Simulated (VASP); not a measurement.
# Os in VASP: a series of runs

Runs on Os. Level: LDA. Tasks: single point.

Program: VASP 6.6.1. These are calculated values, not measurements. Logs are shortened: lines on timing, memory, paths and dates and some standing lists are left out, and cuts for length are marked.

## 1. The cell of the first run

The cell holds a slab with vacuum, 6 atoms: a = 2.715 Å, b = 4.293 Å, c = 21.486 Å, α = 90.00°, β = 90.00°, γ = 90.00°.

## 2. Single point, LDA

File INCAR:

```
PREC     = Accurate       # precision mode
ENCUT    = 520            # plane-wave cutoff, eV
EDIFF    = 1E-6           # SCF threshold, eV
ISMEAR   = -1             # smearing method
SIGMA    = 0.05           # smearing width, eV
LREAL    = F              # projectors in reciprocal space
LASPH    = T              # aspherical terms in the spheres
NELM     = 80             # most SCF steps
ALGO     = Normal         # electronic algorithm
ISIF     = 2              # what is computed and relaxed
LWAVE    = F              # write WAVECAR
LCHARG   = F              # write CHGCAR
LDIPOL   = T            
IDIPOL   = 3            
DIPOL    = 0.5 0.5 0.500
GGA      = CA             # functional
NBANDS   = 33             # bands
```

File KPOINTS:

```
regular mesh
0
Gamma
  13 9 1
```

File POSCAR:

```
Os
1.0
    2.7147872332      0.0000000000      0.0000000000
    0.0000000000      4.2926626049      0.0000000000
    0.0000000000      0.0000000000     21.4858000000
Os
6
Direct
    0.7500000000      0.7500000000      0.3723379861
    0.2500000000      0.2500000000      0.4088128475
    0.2500000000      0.7500000000      0.4817625693
    0.7500000000      0.2500000000      0.5182374307
    0.7500000000      0.7500000000      0.5911871525
    0.2500000000      0.2500000000      0.6276620139
```

Potentials or basis: VASP PAW LDA potentials, release 64 (Os).

Started as:

```sh
$ cat potpaw_LDA.64/Os/POTCAR > POTCAR
$ mpirun -np 1 vasp_std > vasp.out
```

OUTCAR:

```text
PREC = Accurate
   ENCUT = 520
   EDIFF = 1E-6
   ISMEAR = -1
   LREAL = F
   LASPH = T
   NELM = 80
   ISIF = 2
   GGA = CA

 ion  position               nearest neighbor table
   1  0.750  0.750  0.372-   2 2.66   2 2.66   2 2.66   2 2.66   3 2.71   3 2.71
   2  0.250  0.250  0.409-   3 2.66   3 2.66   1 2.66   1 2.66   1 2.66   1 2.66   4 2.71   4 2.71

   3  0.250  0.750  0.482-   2 2.66   2 2.66   4 2.66   4 2.66   4 2.66   4 2.66   5 2.71   5 2.71
                             1 2.71   1 2.71
   4  0.750  0.250  0.518-   5 2.66   5 2.66   3 2.66   3 2.66   3 2.66   3 2.66   2 2.71   2 2.71
                             6 2.71   6 2.71
   5  0.750  0.750  0.591-   4 2.66   4 2.66   6 2.66   6 2.66   6 2.66   6 2.66   3 2.71   3 2.71

   6  0.250  0.250  0.628-   5 2.66   5 2.66   5 2.66   5 2.66   4 2.71   4 2.71

  LATTYP: Found a simple orthorhombic cell.
 ALAT       =     2.7147872332
 B/A-ratio  =     1.5812151142
 C/A-ratio  =     7.9143587156

  Lattice vectors:

 A1 = (   2.7147872332,   0.0000000000,   0.0000000000)
 A2 = (   0.0000000000,   4.2926626049,   0.0000000000)
 A3 = (   0.0000000000,   0.0000000000,  21.4858000000)

Analysis of symmetry for initial positions (statically):
=====================================================================
 Subroutine PRICEL returns:
 Original cell was already a primitive cell.

 Routine SETGRP: Setting up the symmetry group for a
 simple orthorhombic supercell.

 Subroutine GETGRP returns: Found  8 space group operations
 (whereof  2 operations were pure point group operations)
 out of a pool of  8 trial point group operations.

The static configuration has the point symmetry S_2 .
 The point group associated with its full space group is D_2h.

Analysis of symmetry for dynamics (positions and initial velocities):
=====================================================================
 Subroutine PRICEL returns:
 Original cell was already a primitive cell.

 Routine SETGRP: Setting up the symmetry group for a
 simple orthorhombic supercell.

 Subroutine GETGRP returns: Found  8 space group operations
 (whereof  2 operations were pure point group operations)
 out of a pool of  8 trial point group operations.

The dynamic configuration has the point symmetry S_2 .
 The point group associated with its full space group is D_2h.

 Subroutine INISYM returns: Found  8 space group operations
 (whereof  2 operations are pure point group operations),
 and found     1 'primitive' translations

----------------------------------------------------------------------------------------

                                     Primitive cell

  volume of cell :     250.3883

  direct lattice vectors                    reciprocal lattice vectors
     2.714787233  0.000000000  0.000000000     0.368352992  0.000000000  0.000000000
     0.000000000  4.292662605  0.000000000     0.000000000  0.232955648  0.000000000
     0.000000000  0.000000000 21.485800000     0.000000000  0.000000000  0.046542368

  length of vectors
     2.714787233  4.292662605 21.485800000     0.368352992  0.232955648  0.046542368

  position of ions in fractional coordinates (direct lattice)
     0.750000000  0.750000000  0.372337986
     0.250000000  0.250000000  0.408812848
     0.250000000  0.750000000  0.481762569
     0.750000000  0.250000000  0.518237431
     0.750000000  0.750000000  0.591187152
     0.250000000  0.250000000  0.627662014

  ion indices of the primitive-cell ions
   primitive index   ion index
                 1           1
                 2           2
                 3           3
                 4           4
                 5           5
                 6           6

----------------------------------------------------------------------------------------

 KPOINTS: regular mesh

Automatic generation of k-mesh.
 Grid dimensions read from file:
 generate k-points for:   13    9    1

 Generating k-lattice:

  Cartesian coordinates                     Fractional coordinates (reciprocal lattice)
     0.028334846  0.000000000  0.000000000     0.076923077  0.000000000  0.000000000
     0.000000000  0.025883961  0.000000000     0.000000000  0.111111111  0.000000000
     0.000000000  0.000000000  0.046542368     0.000000000  0.000000000  1.000000000

  Length of vectors
     0.028334846  0.025883961  0.046542368

  Shift w.r.t. Gamma in fractional coordinates (k-lattice)
     0.000000000  0.000000000  0.000000000

 Subroutine IBZKPT returns following result:
 ===========================================

 Found     35 irreducible k-points:

 Following reciprocal coordinates:
            Coordinates               Weight
  0.000000  0.000000  0.000000      1.000000
  0.076923  0.000000  0.000000      2.000000
  0.153846  0.000000  0.000000      2.000000
  0.230769  0.000000  0.000000      2.000000
  0.307692  0.000000  0.000000      2.000000
  0.384615  0.000000  0.000000      2.000000
[... 16 lines left out ...]
  0.076923  0.333333  0.000000      4.000000
  0.153846  0.333333  0.000000      4.000000
 [... further k-points ...]
   k-points           NKPTS =     35   k-points in BZ     NKDIM =     35   number of bands    NBANDS=     33
   number of dos      NEDOS =    301   number of ions     NIONS =      6
   total plane-waves  NPLWV = 102400
   dimension x,y,z NGX =    20 NGY =   32 NGZ =  160
   dimension x,y,z NGXF=    40 NGYF=   64 NGZF=  320
   ions per type =               6
   NGX,Y,Z   is equivalent  to a cutoff of  12.25, 12.39, 12.38 a.u.
   NGXF,Y,Z  is equivalent  to a cutoff of  24.49, 24.79, 24.76 a.u.
 SYSTEM =  unknown system
   PREC   = accura    normal or accurate (medium, high low for compatibility)
   ISTART =      0    job   : 0-new  1-cont  2-samecut
   ICHARG =      2    charge: 1-file 2-atom 10-const
   ISPIN  =      1    spin polarized calculation?
   LNONCOLLINEAR =      F non collinear calculations
   LSORBIT =      F    spin-orbit coupling
   LASPH  =      T    aspherical Exc in radial PAW
   ENCUT  =  520.0 eV  38.22 Ry    6.18 a.u.   5.05  7.98 39.95*2*pi/ulx,y,z
   NELM   =     80;   NELMIN=  2; NELMDL= -5     # of ELM steps
   EDIFF  = 0.1E-05   stopping-criterion for ELM
   LREAL  =      F    real-space projection
   EDIFFG = 0.1E-04   stopping-criterion for IOM
   NSW    =      0    number of steps for IOM
   IBRION =     -1    ionic relax: 0-MD 1-quasi-New 2-CG
   NFREE  =      0    steps in history (QN), initial steepest desc. (CG)
   ISIF   =      2    stress and relaxation
   ISYM   =      2    0-nonsym 1-usesym 2-fastsym
   POTIM  = 0.5000    time-step for ionic-motion
   TEBEG  =    0.0;   TEEND  =   0.0 temperature during run
   PSTRESS=    0.0 pullay stress
   NELECT =      48.0000    total number of electrons
   NUPDOWN=      -1.0000    fix difference up-down
   EMIN   =  10.00;   EMAX   =-10.00  energy-range for DOS
   EFERMI =   0.00;   METHOD = LEGACY
   ISMEAR =    -1;   SIGMA  =   0.05  broadening in eV -4-tet -1-fermi 0-gaus
   EFERMI_NEDOS =   21; number of points for ismear=-14 and -15
   IALGO  =     38    algorithm
   IMIX   =      4    mixing-type and parameters
     AMIX     =   0.40;   BMIX     =  1.00
     AMIX_MAG =   1.60;   BMIX_MAG =  1.00
  volume/ion in A,a.u.               =      41.73       281.62
  Fermi-wavevector in a.u.,A,eV,Ry     =   0.943953  1.783813 12.123444  0.891048
  Thomas-Fermi vector in A             =   2.071711
   LORBIT       =      0    0 simple, 1 ext, 2 COOP (PROOUT), +10 PAW based schemes
   GGA     = CA    functional components
   LHFCALC =     F    Hartree Fock is set to
   AEXX    =    0.0000 exact exchange contribution
   IVDW    =     0    specifies the selected vdW correction
   LEPSILON=     F    determine dielectric tensor
   LRPA    =     F    only Hartree local field effects (RPA)
 non-spin polarized calculation
  energy-cutoff  :      520.00
  volume of cell :      250.39
 maximum number of plane-waves:      6805
   NGX = 11   NGY = 15   NGZ = 79

 dipolmoment           0.000000      0.000000      0.000000 electrons x Angstroem

 number of electron      47.9999993 magnetization

 dipolmoment           0.000000      0.000000     -0.000000 electrons x Angstroem

 Free energy of the ion-electron system (eV)
  ---------------------------------------------------
  ext. energy  EPLUGINS =         0.00000000
  ---------------------------------------------------
  free energy    TOTEN  =       -69.99671596 eV

  energy without entropy =      -69.93340284  energy(sigma->0) =      -69.96505940

 E-fermi :  -0.4393     XC(G=0):  -5.7888

 val. band max:       -0.4445459305   @ k =   0.0769   0.2222   0.0000
 cond. band min:      -0.4244022526   @ k =   0.0769   0.3333   0.0000
 fundamental gap:      0.0201436780
 Fermi energy:        -0.4393383252

 k-point     1 :       0.0000    0.0000    0.0000
  band No.  band energies     occupation
      1     -10.6772      2.00000
      2      -8.6197      2.00000
      3      -7.7192      2.00000
      4      -7.5887      2.00000
      5      -7.3026      2.00000
      6      -6.5262      2.00000
[... 25 lines left out ...]
     32       1.5297      0.00000
     33       1.5781      0.00000

 k-point     2 :       0.0769    0.0000    0.0000
  band No.  band energies     occupation
      1     -10.5005      2.00000
      2      -8.4419      2.00000
      3      -7.5530      2.00000
      4      -7.4108      2.00000
      5      -7.1300      2.00000
      6      -6.4237      2.00000
[... 25 lines left out ...]
     32       2.0171      0.00000
     33       2.1242      0.00000
[... 754 lines left out ...]
     32       1.1966      0.00000
     33       1.5396      0.00000

 k-point    24 :       0.1538    0.3333    0.0000
  band No.  band energies     occupation
      1      -8.8827      2.00000
      2      -7.4055      2.00000
      3      -7.3830      2.00000
      4      -6.9372      2.00000
      5      -6.1410      2.00000
      6      -5.9785      2.00000
[... 25 lines left out ...]
     32       1.3817      0.00000
     33       2.0127      0.00000

 [... further k-points ...]

------------------------ aborting loop because EDIFF is reached ----------------------------------------

 vacuum level on the upper side and lower side of the slab       (xc-potential included)        -0.247        -0.247

  FORCE on cell =-STRESS in cart. coord.  units (eV):
  Direction    XX          YY          ZZ          XY          YZ          ZX
  --------------------------------------------------------------------------------------
  -------------------------------------------------------------------------------------
  Total      -10.3895311     -8.9886501     -6.5595029      0.0000000      0.0000000      0.0000000
  in kB      -66.4802199    -57.5163043    -41.9727504      0.0000000      0.0000000      0.0000000
  external PRESSURE =     -55.3230915 kB  Pullay stress =       0.0000000 kB

 VOLUME and BASIS-vectors are now :
 -----------------------------------------------------------------------------
  energy-cutoff  :      520.00
  volume of cell :      250.39
      direct lattice vectors                 reciprocal lattice vectors
     2.714787233  0.000000000  0.000000000     0.368352992  0.000000000  0.000000000
     0.000000000  4.292662605  0.000000000     0.000000000  0.232955648  0.000000000
     0.000000000  0.000000000 21.485800000     0.000000000  0.000000000  0.046542368

 POSITION                                       TOTAL-FORCE (eV/Angst)
 -----------------------------------------------------------------------------------
      2.03609      3.21950      7.99998         0.000000      0.000000      1.601652
      0.67870      1.07317      8.78367         0.000000     -0.000000     -0.646444
      0.67870      3.21950     10.35105        -0.000000      0.000000      0.217705
      2.03609      1.07317     11.13475        -0.000000     -0.000000     -0.217705
      2.03609      3.21950     12.70213        -0.000000     -0.000000      0.646444
      0.67870      1.07317     13.48582        -0.000000     -0.000000     -1.601652
 -----------------------------------------------------------------------------------
    total drift:                               -0.000000      0.000000     -0.000000

  FREE ENERGIE OF THE ION-ELECTRON SYSTEM (eV)
  ---------------------------------------------------
  free  energy   TOTEN  =       -69.9967159569 eV

  energy  without entropy=      -69.9334028434  energy(sigma->0) =      -69.96505940

 vacuum level on the upper side and lower side of the slab         4.810         4.810
```

Run time: 3.5 min. Hardware: 1 thread of Intel Xeon 6975P-C (Granite Rapids), shared host; peak memory 0.38 GiB.

What came out:

* Free energy: -69.9967 eV
* Largest force: 1.602 eV/Å
* Band gap on the k mesh: zero (bands 24 and 25 overlap by 1.36 eV)

Forces in eV/Å, atoms in the order of the input:
```
Os   0.000  0.000  1.602
Os   0.000  0.000 -0.646
Os   0.000  0.000  0.218
Os   0.000  0.000 -0.218
Os   0.000  0.000  0.646
Os   0.000  0.000 -1.602
```

Levels at points of the mesh, in eV from the Fermi level:
```csv
k point,band 21,band 22,band 23,band 24,band 25,band 26,band 27,band 28
"(0.00, 0.00, 0.00)",-1.66,-1.64,-1.34,-1.23,-0.49,-0.30,-0.27,0.15
```

Caveat: spin-orbit coupling is left out, which moves the levels of the heavy elements.

(Part 1 of 2 ends here.)

The gap in the log of VASP goes by the Fermi energy; the results here count the filled bands.